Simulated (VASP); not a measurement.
# HfN (P6/mmm) in VASP: a series of runs

The runs below take HfN through relaxation of cell and atoms, with PBE.

Program: VASP 6.6.1. These are calculated values, not measurements. Logs are shortened: lines on timing, memory, paths and dates and some standing lists are left out, and cuts for length are marked.

## 1. The cell of the first run

Symmetry: P6/mmm, No. 191, hexagonal system. The conventional cell has a = 3.433 Å, b = 3.433 Å, c = 3.970 Å, α = 90.00°, β = 90.00°, γ = 120.00°. Hf (site symmetry 6/mmm) has 2 N at 1.98 Å within 2.6 Å. N (site symmetry 6/mmm) has 2 Hf at 1.98 Å within 2.6 Å.

## 2. Relaxation of cell and atoms, PBE, target pressure 20 GPa, at which the enthalpy is minimised

The input, INCAR:

```
PREC     = Accurate       # precision mode
ENCUT    = 600            # plane-wave cutoff, eV
EDIFF    = 1E-6           # SCF threshold, eV
ISMEAR   = -1             # smearing method
SIGMA    = 0.05           # smearing width, eV
LREAL    = False          # projectors in reciprocal space
LASPH    = True           # aspherical terms in the spheres
NELM     = 100            # most SCF steps
ALGO     = Normal         # electronic algorithm
ISIF     = 3              # what is computed and relaxed
LWAVE    = False          # write WAVECAR
LCHARG   = False          # write CHGCAR
GGA      = PE             # functional
IBRION   = 2              # ionic algorithm
NSW      = 60             # ionic steps
EDIFFG   = -0.01          # ionic threshold
PSTRESS  = 200.0
```

The input, KPOINTS:

```
Automatic mesh
0
Gamma
  9 9 7
```

The input, POSCAR:

```
HfN
1.0
    3.4332100000      0.0000000000      0.0000000000
   -1.7166000000      2.9732400000      0.0000000000
    0.0000000000      0.0000000000      3.9698200000
Hf N
1 1
Direct
    0.0000000000      0.0000000000      0.5000000000
    0.0000000000      0.0000000000      0.0000000000
```

Potentials or basis: VASP PAW PBE potentials, release 64 (Hf_pv, N).

Started as:

```console
$ cat potpaw_PBE.64/Hf_pv/POTCAR potpaw_PBE.64/N/POTCAR > POTCAR
$ mpirun -np 1 vasp_std > vasp.out
```

OUTCAR:

```text
PREC = Accurate
   ENCUT = 600
   EDIFF = 1E-6
   ISMEAR = -1
   LREAL = False
   LASPH = True
   NELM = 100
   ISIF = 3
   GGA = PE
   IBRION = 2
   NSW = 60
   EDIFFG = -0.01
   PSTRESS = 200.0

 ion  position               nearest neighbor table
   1  0.000  0.000  0.500-   2 1.98   2 1.98
   2  0.000  0.000  0.000-   1 1.98   1 1.98

  LATTYP: Found a hexagonal cell.
 ALAT       =     3.4332100000
 C/A-ratio  =     1.1562997894

  Lattice vectors:

 A1 = (   3.4332100000,   0.0000000000,   0.0000000000)
 A2 = (  -1.7166000000,   2.9732400000,   0.0000000000)
 A3 = (   0.0000000000,   0.0000000000,   3.9698200000)

Analysis of symmetry for initial positions (statically):
=====================================================================
 Subroutine PRICEL returns:
 Original cell was already a primitive cell.

 Routine SETGRP: Setting up the symmetry group for a
 hexagonal supercell.

 Subroutine GETGRP returns: Found 24 space group operations
 (whereof 24 operations were pure point group operations)
 out of a pool of 24 trial point group operations.

The static configuration has the point symmetry D_6h.

Analysis of symmetry for dynamics (positions and initial velocities):
=====================================================================
 Subroutine PRICEL returns:
 Original cell was already a primitive cell.

 Routine SETGRP: Setting up the symmetry group for a
 hexagonal supercell.

 Subroutine GETGRP returns: Found 24 space group operations
 (whereof 24 operations were pure point group operations)
 out of a pool of 24 trial point group operations.

The dynamic configuration has the point symmetry D_6h.

 Subroutine INISYM returns: Found 24 space group operations
 (whereof 24 operations are pure point group operations),
 and found     1 'primitive' translations

----------------------------------------------------------------------------------------

                                     Primitive cell

  volume of cell :      40.5230

  direct lattice vectors                    reciprocal lattice vectors
     3.433210000  0.000000000  0.000000000     0.291272599  0.168166224  0.000000000
    -1.716600000  2.973240000  0.000000000     0.000000000  0.336333428  0.000000000
     0.000000000  0.000000000  3.969820000     0.000000000  0.000000000  0.251900590

  length of vectors
     3.433210000  3.433201372  3.969820000     0.336332582  0.336333428  0.251900590

  position of ions in fractional coordinates (direct lattice)
     0.000000000  0.000000000  0.500000000
     0.000000000  0.000000000  0.000000000

  ion indices of the primitive-cell ions
   primitive index   ion index
                 1           1
                 2           2

----------------------------------------------------------------------------------------

 KPOINTS: Automatic mesh

Automatic generation of k-mesh.
 Grid dimensions read from file:
 generate k-points for:    9    9    7

 Generating k-lattice:

  Cartesian coordinates                     Fractional coordinates (reciprocal lattice)
     0.032363622  0.018685136  0.000000000     0.111111111 -0.000000000  0.000000000
     0.000000000  0.037370381  0.000000000     0.000000000  0.111111111  0.000000000
     0.000000000  0.000000000  0.035985799     0.000000000  0.000000000  0.142857143

  Length of vectors
     0.037370287  0.037370381  0.035985799

  Shift w.r.t. Gamma in fractional coordinates (k-lattice)
     0.000000000  0.000000000  0.000000000

 Subroutine IBZKPT returns following result:
 ===========================================

 Found     48 irreducible k-points:

 Following reciprocal coordinates:
            Coordinates               Weight
  0.000000  0.000000  0.000000      1.000000
  0.111111 -0.000000  0.000000      6.000000
  0.222222  0.000000  0.000000      6.000000
  0.333333  0.000000  0.000000      6.000000
  0.444444  0.000000  0.000000      6.000000
  0.111111  0.111111  0.000000      6.000000
[... 16 lines left out ...]
  0.333333  0.222222  0.142857     24.000000
  0.333333  0.333333  0.142857      4.000000
 [... further k-points ...]
   k-points           NKPTS =     48   k-points in BZ     NKDIM =     48   number of bands    NBANDS=     11
   number of dos      NEDOS =    301   number of ions     NIONS =      2
   total plane-waves  NPLWV =  25088
   dimension x,y,z NGX =    28 NGY =   28 NGZ =   32
   dimension x,y,z NGXF=    56 NGYF=   56 NGZF=   64
   ions per type =               1   1
   NGX,Y,Z   is equivalent  to a cutoff of  13.56, 13.56, 13.40 a.u.
   NGXF,Y,Z  is equivalent  to a cutoff of  27.12, 27.12, 26.80 a.u.
 SYSTEM =  unknown system
   PREC   = accura    normal or accurate (medium, high low for compatibility)
   ISTART =      0    job   : 0-new  1-cont  2-samecut
   ICHARG =      2    charge: 1-file 2-atom 10-const
   ISPIN  =      1    spin polarized calculation?
   LNONCOLLINEAR =      F non collinear calculations
   LSORBIT =      F    spin-orbit coupling
   LASPH  =      T    aspherical Exc in radial PAW
   ENCUT  =  600.0 eV  44.10 Ry    6.64 a.u.   6.86  6.86  7.93*2*pi/ulx,y,z
   NELM   =    100;   NELMIN=  2; NELMDL= -5     # of ELM steps
   EDIFF  = 0.1E-05   stopping-criterion for ELM
   LREAL  =      F    real-space projection
   EDIFFG = -.1E-01   stopping-criterion for IOM
   NSW    =     60    number of steps for IOM
   IBRION =      2    ionic relax: 0-MD 1-quasi-New 2-CG
   NFREE  =      1    steps in history (QN), initial steepest desc. (CG)
   ISIF   =      3    stress and relaxation
   ISYM   =      2    0-nonsym 1-usesym 2-fastsym
   POTIM  = 0.5000    time-step for ionic-motion
   TEBEG  =    0.0;   TEEND  =   0.0 temperature during run
   PSTRESS=  200.0 pullay stress
   NELECT =      15.0000    total number of electrons
   NUPDOWN=      -1.0000    fix difference up-down
   EMIN   =  10.00;   EMAX   =-10.00  energy-range for DOS
   EFERMI =   0.00;   METHOD = LEGACY
   ISMEAR =    -1;   SIGMA  =   0.05  broadening in eV -4-tet -1-fermi 0-gaus
   EFERMI_NEDOS =   21; number of points for ismear=-14 and -15
   IALGO  =     38    algorithm
   IMIX   =      4    mixing-type and parameters
     AMIX     =   0.40;   BMIX     =  1.00
     AMIX_MAG =   1.60;   BMIX_MAG =  1.00
  volume/ion in A,a.u.               =      20.26       136.73
  Fermi-wavevector in a.u.,A,eV,Ry     =   1.175452  2.221282 18.798996  1.381687
  Thomas-Fermi vector in A             =   2.311832
   LORBIT       =      0    0 simple, 1 ext, 2 COOP (PROOUT), +10 PAW based schemes
   GGA     = PE    functional components
   LHFCALC =     F    Hartree Fock is set to
   AEXX    =    0.0000 exact exchange contribution
   IVDW    =     0    specifies the selected vdW correction
   LEPSILON=     F    determine dielectric tensor
   LRPA    =     F    only Hartree local field effects (RPA)
 conjugate gradient relaxation of ions
 non-spin polarized calculation
  energy-cutoff  :      600.00
  volume of cell :       40.52
 maximum number of plane-waves:      1364
 NGX is ok and might be reduce to    28
   NGX = 13   NGY = 13   NGZ = 15

--------------------------------------- Ionic step        1  -------------------------------------------

 number of electron      15.0000002 magnetization

 Free energy of the ion-electron system (eV)
  ---------------------------------------------------
  ext. energy  EPLUGINS =         0.00000000
  ---------------------------------------------------
  free energy    TOTEN  =       -17.10974468 eV

  energy without entropy =      -17.09902133  energy(sigma->0) =      -17.10438300

 E-fermi :   1.7093     XC(G=0):  -9.7252

 val. band max:        1.6805293346   @ k =   0.2222   0.2222   0.2857
 cond. band min:       1.7162676661   @ k =   0.1111  -0.0000   0.1429
 fundamental gap:      0.0357383315
 Fermi energy:         1.7092835520

 k-point     1 :       0.0000    0.0000    0.0000
  band No.  band energies     occupation
      1     -28.5705      2.00000
      2     -28.5705      2.00000
      3     -28.3631      2.00000
      4     -11.5630      2.00000
      5      -1.6958      2.00000
      6       1.7653      0.49211
      7       2.1624      0.00023
      8       2.1624      0.00023
      9       3.6006      0.00000
     10       3.6006      0.00000
     11       6.0232      0.00000
[... 772 lines left out ...]
  FREE ENERGIE OF THE ION-ELECTRON SYSTEM (eV)
  ---------------------------------------------------
  free  energy   TOTEN  =       -16.8143243747 eV

  energy  without entropy=      -16.7960083263  energy(sigma->0) =      -16.80516635

  enthalpy is  TOTEN    =       -12.3917140291 eV   P V=        4.4226103456

[... ionic steps 4 to 12 ...]

--------------------------------------- Ionic step       13  -------------------------------------------

 number of electron      15.0000003 magnetization

------------------------ aborting loop because EDIFF is reached ----------------------------------------

  FORCE on cell =-STRESS in cart. coord.  units (eV):
  Direction    XX          YY          ZZ          XY          YZ          ZX
  --------------------------------------------------------------------------------------
  -------------------------------------------------------------------------------------
  Total        3.9270218      3.9269981      3.9000185      0.0000084     -0.0000000      0.0000000
  in kB      200.0964897    200.0952814    198.7205667      0.0004269     -0.0000000      0.0000000
  external PRESSURE =      -0.3625541 kB  Pullay stress =     200.0000000 kB
[... 61 lines left out ...]
  enthalpy is  TOTEN    =       -12.7251360439 eV   P V=        3.9236454212

--------------------------------------- Ionic step       15  -------------------------------------------

 number of electron      15.0000004 magnetization

 Free energy of the ion-electron system (eV)
  ---------------------------------------------------
  ext. energy  EPLUGINS =         0.00000000
  ---------------------------------------------------
  free energy    TOTEN  =       -16.64974858 eV

  energy without entropy =      -16.63432658  energy(sigma->0) =      -16.64203758

 E-fermi :   3.4088     XC(G=0): -10.9777

 val. band max:        3.3659345014   @ k =   0.2222   0.1111   0.1429
 cond. band min:       3.4413214010   @ k =   0.2222   0.2222   0.2857
 fundamental gap:      0.0753868996
 Fermi energy:         3.4088447372

 k-point     1 :       0.0000    0.0000    0.0000
  band No.  band energies     occupation
      1     -26.3183      2.00000
      2     -26.0388      2.00000
      3     -26.0387      2.00000
      4     -10.5401      2.00000
      5      -0.8527      2.00000
      6       3.0158      1.99923
      7       4.3647      0.00000
      8       4.3647      0.00000
      9       5.5234      0.00000
     10       5.5235      0.00000
     11       9.0655      0.00000
[... 351 lines left out ...]
  FREE ENERGIE OF THE ION-ELECTRON SYSTEM (eV)
  ---------------------------------------------------
  free  energy   TOTEN  =       -16.6497485835 eV

  energy  without entropy=      -16.6343265768  energy(sigma->0) =      -16.64203758

  enthalpy is  TOTEN    =       -12.7251414853 eV   P V=        3.9246070983

 reached required accuracy - stopping structural energy minimisation
```

Wall time 3.4 min (1 thread of Intel Xeon 6975P-C, shared host); peak memory 0.2 GiB.

Results:

```yaml
Free_energy: -16.6497 eV
Relaxed_volume: 15.72 Å³/atom
Relaxed_cell: a = 3.024 Å, b = 3.024 Å, c = 3.970 Å, α = 90.00°, β = 90.00°, γ = 120.00°
Space_group_after_relaxing_to_0.05_Å: P6/mmm (No. 191)
Energy_change_on_relaxing_the_enthalpy_is_what_falls: +230.0 meV/atom
Ionic_steps: 15
Pressure_after_relaxing: 20.0 GPa
```

The path:
| step | energy change (eV) | largest force (eV/Å) | pressure (GPa) | volume (Å³) |
| --- | --- | --- | --- | --- |
| 1 | 0.0000 | 0.0000 | 0.42 | 40.52 |
| 2 | 2.2306 | 0.0000 | 68.24 | 27.66 |
| 3 | 0.2954 | 0.0000 | 19.51 | 35.43 |
| 4 | 0.8900 | 0.0000 | 29.92 | 28.79 |
| 5 | 0.5227 | 0.0000 | 23.96 | 31.02 |
| 6 | 0.3130 | 0.0000 | 11.57 | 32.96 |
| 7 | 0.4381 | 0.0000 | 19.77 | 31.62 |
| 8 | 0.4396 | 0.0000 | 19.86 | 31.61 |
| 9 | 0.4557 | 0.0000 | 19.93 | 31.47 |
| 10 | 0.4589 | 0.0000 | 19.88 | 31.45 |
| 11 | 0.4655 | 0.0000 | 19.95 | 31.40 |
| 12 | 0.4606 | 0.0000 | 20.03 | 31.43 |
| 13 | 0.4595 | 0.0000 | 19.96 | 31.44 |
| 14 | 0.4610 | 0.0000 | 20.08 | 31.43 |
| 15 | 0.4600 | 0.0000 | 20.00 | 31.44 |

Final structure:
```yaml
crystal:
  lattice:
    - [3.02409, 0.00000, 0.00000]
    - [-1.51204, 2.61893, 0.00000]
    - [0.00000, 0.00000, 3.96971]
  atoms:
    - { symbol: Hf, position: [0.00000, 0.00000, 0.50000] }
    - { symbol: N, position: [0.00000, 0.00000, 0.00000] }
```

Caveat: the cell is relaxed towards a set pressure, so the enthalpy falls and the energy may rise; the volume moved by over 15 % at a fixed basis, so the end points are rough; spin-orbit coupling is left out, which moves the levels of the heavy elements.

[end of part 1 of 2]
